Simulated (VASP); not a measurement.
# Al36O (a cell with a defect) in VASP: single point with PBE

Aim: the single point of Al36O (a cell with a defect) with PBE.

Everything below comes from runs of VASP 6.6.1. Logs are shortened: lines on timing, memory, paths and dates and some standing lists are left out, and cuts for length are marked.

## (1) The cell of the first run

The cell holds a defect, 37 atoms: a = 8.568 Å, b = 8.568 Å, c = 11.424 Å, α = 60.00°, β = 60.00°, γ = 60.00°.

## (2) Single point, PBE

The input, INCAR:

```
SYSTEM = Al36O
PREC     = Accurate       ! precision mode
ENCUT    = 520            ! plane-wave cutoff, eV
EDIFF    = 1E-7           ! SCF threshold, eV
ISMEAR   = 1              ! smearing method
SIGMA    = 0.1            ! smearing width, eV
LREAL    = Auto         
LASPH    = .TRUE.         ! aspherical terms in the spheres
NELM     = 60             ! most SCF steps
ALGO     = Normal         ! electronic algorithm
ISIF     = 2              ! what is computed and relaxed
LWAVE    = .FALSE.        ! write WAVECAR
LCHARG   = .TRUE.         ! write CHGCAR
GGA      = PE             ! functional
LVHAR    = .TRUE.       
NBANDS   = 81             ! bands
KPAR     = 4
```

The input, KPOINTS:

```
Automatic mesh
0
G
  4 4 3
  0 0 0
```

The input, POSCAR:

```
Al36O
1.0
    0.0000000000      6.0583944000      6.0583944000
    6.0583944000      0.0000000000      6.0583944000
    8.0778592000      8.0778592000      0.0000000000
Al O
36 1
Direct
    0.0030000500      0.0057074700     -0.0050918700
    0.0006140100      0.0039762500      0.2444027200
    0.0069720900     -0.0078359400      0.5009128600
    0.0021075000      0.0069240900      0.7476395700
    0.0051259300      0.3355414800     -0.0050347200
    0.0036982300      0.3331152900      0.2472201000
    0.0056593300      0.3364933800      0.4971298700
    0.0140578400      0.3409451400      0.7415431600
   -0.0016788200      0.6705493100      0.0016330400
   -0.0026083800      0.6693746200      0.2462954300
   -0.0127517300      0.6797672200      0.4892147700
   -0.0120684700      0.6806744100      0.7587163300
    0.3355857300     -0.0067181300      0.0033430700
    0.3368720100     -0.0075468200      0.2519758000
    0.3346673500     -0.0097401700      0.5001804900
    0.3397406200     -0.0187871200      0.7531728200
    0.3373419500      0.3315796700      0.0036564600
    0.3362943200      0.3304156600      0.2442398500
    0.3537150800      0.3117760200      0.4800104500
    0.3564853600      0.3136930800      0.7680215400
    0.3346818800      0.6641346100      0.0006721900
    0.3323249300      0.6625063600      0.2530845800
    0.3268788900      0.6537742800      0.5062136600
    0.3313243400      0.6622716900      0.7508056000
    0.6687305600      0.0016548800     -0.0018436500
    0.6662106900     -0.0009017600      0.2496672400
    0.6703554400     -0.0026553000      0.4986321400
    0.6705960200     -0.0026592500      0.7492508800
    0.6752881700      0.3310077200     -0.0041336600
    0.6744479000      0.3322519700      0.2445341500
    0.6865988600      0.3280953800      0.4945790200
    0.6776782100      0.3331110600      0.7476094400
    0.6637027700      0.6672815400      0.0035102300
    0.6621890100      0.6648459900      0.2529383900
    0.6609555900      0.6656500600      0.5002449400
    0.6757028100      0.6608131300      0.7469324900
    0.2630085500      0.4047736700      0.6242351100
```

Potentials or basis: VASP PAW PBE potentials, release 64 (Al, O).

The run is started by

```sh
$ cat potpaw_PBE.64/Al/POTCAR potpaw_PBE.64/O/POTCAR > POTCAR
$ mpirun -np 4 vasp_std > vasp.out
```

OUTCAR:

```text
SYSTEM = Al36O
   PREC = Accurate
   ENCUT = 520
   EDIFF = 1E-7
   ISMEAR = 1
   LREAL = Auto
   LASPH = .TRUE.
   NELM = 60
   ISIF = 2
   GGA = PE

 ion  position               nearest neighbor table
   1  0.003  0.006  0.995-  29 2.80   4 2.82  16 2.83   2 2.83   5 2.84  13 2.85   9 2.85  25 2.86
                            10 2.88   8 2.88  21 2.88  26 2.90
   2  0.001  0.004  0.244-  11 2.79  30 2.80  13 2.81   1 2.83   5 2.85   6 2.85  26 2.86  27 2.87
                            10 2.87  14 2.88  22 2.89   3 2.91
   3  0.007  0.992  0.501-  15 2.80  31 2.81  12 2.81  23 2.82  14 2.84  11 2.84  28 2.86   4 2.86
                            27 2.88   2 2.91   6 2.91   7 2.92
   4  0.002  0.007  0.748-  32 2.79  12 2.80  16 2.82   1 2.82  15 2.84   7 2.84  25 2.86   3 2.86
                            28 2.87   8 2.88  24 2.89   9 2.89
   5  0.005  0.336  0.995-  20 2.82  12 2.83   8 2.84   1 2.84  29 2.84  30 2.84   2 2.85   6 2.87
                             9 2.88  17 2.88  13 2.88  33 2.88
   6  0.004  0.333  0.247-  31 2.77  17 2.82  18 2.82  30 2.84   9 2.85  10 2.85   2 2.85   5 2.87
                             7 2.88  34 2.88  14 2.89   3 2.91
   7  0.006  0.336  0.497-  31 2.79  19 2.79  11 2.82  32 2.84   4 2.84   8 2.85  10 2.86  18 2.86
                             6 2.88  35 2.89  15 2.89   3 2.92
   8  0.014  0.341  0.742-  37 2.05  36 2.82   5 2.84   7 2.85   4 2.88  32 2.88   1 2.88  11 2.90
                            12 2.90  29 2.91  16 2.94  19 2.96  20 2.98
   9  0.998  0.671  0.002-  12 2.78  10 2.79  25 2.83   6 2.85  21 2.85   1 2.85  24 2.86  33 2.87
[... 40 lines left out ...]
                            26 2.87  33 2.88  21 2.89   8 2.91
  30  0.674  0.332  0.245-  19 2.73   2 2.80  33 2.81   6 2.84   5 2.84  29 2.84  34 2.85  26 2.86
                            22 2.88  27 2.89  31 2.89  18 2.91
  31  0.687  0.328  0.495-   6 2.77   7 2.79   3 2.81  35 2.82  34 2.83  28 2.87  32 2.87  27 2.88
                            30 2.89  23 2.94  20 2.98  19 3.01
  32  0.678  0.333  0.748-  20 2.73   4 2.79  36 2.80  29 2.82   7 2.84  35 2.84  25 2.85  31 2.87
                             8 2.88  24 2.90  28 2.90  17 2.92
  33  0.664  0.667  0.004-  12 2.79  13 2.80  30 2.81  34 2.83  22 2.85  21 2.85  25 2.86  28 2.87
                             9 2.87  29 2.88   5 2.88  36 2.91
  34  0.662  0.665  0.253-  14 2.80  35 2.82  31 2.83  33 2.83  22 2.84  30 2.85  10 2.85  26 2.86
                             9 2.88  23 2.88   6 2.88  25 2.90
  35  0.661  0.666  0.500-  15 2.79  11 2.80  31 2.82  34 2.82  32 2.84  24 2.84  26 2.86  36 2.86
                            27 2.87  23 2.88   7 2.89  10 2.89
  36  0.676  0.661  0.747-  32 2.80  16 2.81  11 2.81   8 2.82  29 2.83  12 2.84  27 2.86  35 2.86
                            28 2.87  33 2.91  21 2.91  24 2.92
  37  0.263  0.405  0.624-  20 1.83  19 1.83   8 2.05  23 2.05

  LATTYP: Found a base centered monoclinic cell.
 ALAT       =    14.8399749405
 B/A-ratio  =     0.5773502692
 C/A-ratio  =     0.7698003589
 COS(beta)  =    -0.5773502692

  Lattice vectors:

 A1 = (   0.0000000000,  -6.0583944000,  -6.0583944000)
 A2 = (  -6.0583944000,   0.0000000000,  -6.0583944000)
 A3 = (   8.0778592000,   8.0778592000,   0.0000000000)

Analysis of symmetry for initial positions (statically):
=====================================================================
 Subroutine PRICEL returns:
 Original cell was already a primitive cell.

 Routine SETGRP: Setting up the symmetry group for a
 base centered monoclinic supercell.

 Subroutine GETGRP returns: Found  1 space group operations
 (whereof  1 operations were pure point group operations)
 out of a pool of  4 trial point group operations.

The static configuration has the point symmetry C_1 .

Analysis of symmetry for dynamics (positions and initial velocities):
=====================================================================
 Subroutine PRICEL returns:
 Original cell was already a primitive cell.

 Routine SETGRP: Setting up the symmetry group for a
 base centered monoclinic supercell.

 Subroutine GETGRP returns: Found  1 space group operations
 (whereof  1 operations were pure point group operations)
 out of a pool of  4 trial point group operations.

The dynamic configuration has the point symmetry C_1 .

 Subroutine INISYM returns: Found  1 space group operations
 (whereof  1 operations are pure point group operations),
 and found     1 'primitive' translations

----------------------------------------------------------------------------------------

                                     Primitive cell

  volume of cell :     592.9818

[... 121 lines left out ...]
|        whereas your k-lattice is body-centered cubic.                       |
|                                                                             |
|     Results are often still useful ...                                      |
|                                                                             |
 -----------------------------------------------------------------------------

 Subroutine IBZKPT returns following result:
 ===========================================

 Found     26 irreducible k-points:

 Following reciprocal coordinates:
            Coordinates               Weight
  0.000000  0.000000  0.000000      1.000000
  0.250000  0.000000  0.000000      2.000000
  0.000000 -0.250000  0.000000      2.000000
  0.500000  0.000000  0.000000      1.000000
  0.000000  0.500000  0.000000      1.000000
  0.250000  0.250000  0.000000      2.000000
[... 16 lines left out ...]
  0.500000  0.500000  0.333333      2.000000
 -0.250000  0.500000  0.333333      2.000000
 [... further k-points ...]
   k-points           NKPTS =     26   k-points in BZ     NKDIM =     26   number of bands    NBANDS=     81
   number of dos      NEDOS =    301   number of ions     NIONS =     37
   total plane-waves  NPLWV = 368640
   dimension x,y,z NGX =    64 NGY =   64 NGZ =   90
   dimension x,y,z NGXF=   128 NGYF=  128 NGZF=  180
   ions per type =              36   1
   NGX,Y,Z   is equivalent  to a cutoff of  12.42, 12.42, 13.10 a.u.
   NGXF,Y,Z  is equivalent  to a cutoff of  24.84, 24.84, 26.19 a.u.
 SYSTEM =  Al36O
   PREC   = accura    normal or accurate (medium, high low for compatibility)
   ISTART =      0    job   : 0-new  1-cont  2-samecut
   ICHARG =      2    charge: 1-file 2-atom 10-const
   ISPIN  =      1    spin polarized calculation?
   LNONCOLLINEAR =      F non collinear calculations
   LSORBIT =      F    spin-orbit coupling
   LASPH  =      T    aspherical Exc in radial PAW
   ENCUT  =  520.0 eV  38.22 Ry    6.18 a.u.  15.93 15.93 21.24*2*pi/ulx,y,z
   NELM   =     60;   NELMIN=  2; NELMDL= -5     # of ELM steps
   EDIFF  = 0.1E-06   stopping-criterion for ELM
   LREAL  =      T    real-space projection
   EDIFFG = 0.1E-05   stopping-criterion for IOM
   NSW    =      0    number of steps for IOM
   IBRION =     -1    ionic relax: 0-MD 1-quasi-New 2-CG
   NFREE  =      0    steps in history (QN), initial steepest desc. (CG)
   ISIF   =      2    stress and relaxation
   ISYM   =      2    0-nonsym 1-usesym 2-fastsym
   POTIM  = 0.5000    time-step for ionic-motion
   TEBEG  =    0.0;   TEEND  =   0.0 temperature during run
   PSTRESS=    0.0 pullay stress
   NELECT =     114.0000    total number of electrons
   NUPDOWN=      -1.0000    fix difference up-down
   EMIN   =  10.00;   EMAX   =-10.00  energy-range for DOS
   EFERMI =   0.00;   METHOD = LEGACY
   ISMEAR =     1;   SIGMA  =   0.10  broadening in eV -4-tet -1-fermi 0-gaus
   EFERMI_NEDOS =   21; number of points for ismear=-14 and -15
   IALGO  =     38    algorithm
   IMIX   =      4    mixing-type and parameters
     AMIX     =   0.40;   BMIX     =  1.00
     AMIX_MAG =   1.60;   BMIX_MAG =  1.00
  volume/ion in A,a.u.               =      16.03       108.15
  Fermi-wavevector in a.u.,A,eV,Ry     =   0.944850  1.785507 12.146474  0.892741
  Thomas-Fermi vector in A             =   2.072694
   LORBIT       =      0    0 simple, 1 ext, 2 COOP (PROOUT), +10 PAW based schemes
   GGA     = PE    functional components
   LHFCALC =     F    Hartree Fock is set to
   AEXX    =    0.0000 exact exchange contribution
   IVDW    =     0    specifies the selected vdW correction
   LEPSILON=     F    determine dielectric tensor
   LRPA    =     F    only Hartree local field effects (RPA)
 non-spin polarized calculation
 Methfessel and Paxton  Order N= 1 SIGMA  =   0.10
  energy-cutoff  :      520.00
  volume of cell :      592.98
 maximum number of plane-waves:     16003
   NGX = 31   NGY = 31   NGZ = 43

 number of electron     113.9999999 magnetization

 Free energy of the ion-electron system (eV)
  ---------------------------------------------------
  ext. energy  EPLUGINS =         0.00000000
  ---------------------------------------------------
  free energy    TOTEN  =      -142.37061402 eV

  energy without entropy =     -142.37072592  energy(sigma->0) =     -142.37065132

 E-fermi :   8.0670     XC(G=0): -10.2596

 val. band max:        8.0654310579   @ k =   0.0000  -0.2500  -0.3333
 cond. band min:       8.0719784884   @ k =  -0.2500   0.2500  -0.3333
 fundamental gap:      0.0065474305
 Fermi energy:         8.0669953353

 k-point     1 :       0.0000    0.0000    0.0000
  band No.  band energies     occupation
      1     -13.0966      2.00000
      2      -2.9448      2.00000
      3      -1.5976      2.00000
      4      -1.2310      2.00000
      5      -0.9666      2.00000
      6      -0.5333      2.00000
[... 1717 lines left out ...]
     68       9.6448     -0.00000
     69       9.7364     -0.00000

 [... further k-points ...]

 [bands above 69 left out]

------------------------ aborting loop because EDIFF is reached ----------------------------------------

  FORCE on cell =-STRESS in cart. coord.  units (eV):
  Direction    XX          YY          ZZ          XY          YZ          ZX
  --------------------------------------------------------------------------------------
  -------------------------------------------------------------------------------------
  Total        6.8735871      6.8835003      4.7565860     -0.9445724      0.3597844      0.3597391
  in kB       18.5717428     18.5985275     12.8518183     -2.5521400      0.9721013      0.9719789
  external PRESSURE =      16.6740295 kB  Pullay stress =       0.0000000 kB

 VOLUME and BASIS-vectors are now :
 -----------------------------------------------------------------------------
  energy-cutoff  :      520.00
  volume of cell :      592.98
      direct lattice vectors                 reciprocal lattice vectors
     0.000000000  6.058394400  6.058394400    -0.082530117  0.082530117  0.082530117
     6.058394400  0.000000000  6.058394400     0.082530117 -0.082530117  0.082530117
     8.077859200  8.077859200  0.000000000     0.061897588  0.061897588 -0.061897588

 POSITION                                       TOTAL-FORCE (eV/Angst)
 -----------------------------------------------------------------------------------
      8.07131      8.05490      0.05275        -0.052768      0.065565     -0.103836
      1.99834      1.97797      0.02781         0.025154      0.063417      0.035211
     10.05722      4.08854      6.05316        -0.037905     -0.106924      0.054007
      6.08128      6.05210      0.05472         0.038262      0.045632     -0.036562
     10.07003      8.06824      2.06390         0.062750      0.006276      0.105089
      4.01515      2.01941      2.04055        -0.014765      0.037139     -0.013843
[... 29 lines left out ...]
     10.03708     10.12729      8.09714         0.107242      0.040371     -0.056411
      7.49476      6.63589      4.04569        -0.091731      0.062676      0.000311
 -----------------------------------------------------------------------------------
    total drift:                                0.013365     -0.000597     -0.026562

  FREE ENERGIE OF THE ION-ELECTRON SYSTEM (eV)
  ---------------------------------------------------
  free  energy   TOTEN  =      -142.3706140189 eV

  energy  without entropy=     -142.3707259201  energy(sigma->0) =     -142.37065132
```

It took 33 min on 4 MPI ranks of Oxide Virtual Turin-like, shared host; peak memory 1.2 GiB.

Results:

```
Free energy            : -142.3706 eV
Pressure               : 1.7 GPa
Largest force          : 0.303 eV/Å
Band gap on the k mesh : zero (bands 57 and 58 overlap by 0.52 eV)
```

Forces in eV/Å, atoms in the order of the input:
```
Al  -0.053  0.066 -0.104
Al   0.025  0.063  0.035
Al  -0.038 -0.107  0.054
Al   0.038  0.046 -0.037
Al   0.063  0.006  0.105
Al  -0.015  0.037 -0.014
Al  -0.017 -0.055 -0.009
Al   0.085 -0.092 -0.074
Al   0.023  0.034 -0.016
Al  -0.031 -0.025  0.017
Al  -0.018 -0.011  0.014
Al   0.006  0.026 -0.014
Al  -0.024 -0.008  0.023
Al   0.098 -0.174  0.029
Al   0.044 -0.001  0.065
Al  -0.138  0.151 -0.073
Al   0.013 -0.011 -0.016
Al   0.010 -0.011  0.017
Al  -0.260 -0.122  0.030
Al   0.133  0.271 -0.027
Al  -0.035  0.016  0.014
Al  -0.013 -0.068 -0.103
Al   0.101 -0.076  0.074
Al   0.046  0.013  0.004
Al   0.019  0.043  0.004
Al  -0.041 -0.018 -0.004
Al   0.054 -0.049  0.021
Al   0.044 -0.057 -0.021
Al   0.173 -0.098 -0.026
Al   0.007  0.027 -0.027
Al  -0.151  0.139  0.076
Al   0.008 -0.043 -0.065
Al  -0.062 -0.026 -0.036
Al  -0.066  0.051  0.103
Al  -0.043 -0.041  0.036
Al   0.107  0.040 -0.056
O   -0.092  0.063  0.000
```

Stress tensor (GPa, compression positive):
```
 1.86 -0.26  0.10
-0.26  1.86  0.10
 0.10  0.10  1.29
```

Levels at points of the mesh, in eV from the Fermi level:
```
           k point  band 55  band 56  band 57  band 58  band 59  band 60
(0.00, 0.00, 0.00)    -0.50    -0.29    -0.15     0.43     0.45     0.53
(0.50, 0.00, 0.00)    -0.38    -0.19     0.05     0.11     0.65     0.76
(0.00, 0.50, 0.00)    -0.38    -0.19     0.05     0.11     0.65     0.76
(0.50, 0.50, 0.00)    -0.22    -0.12     0.32     0.33     0.60     0.65
```
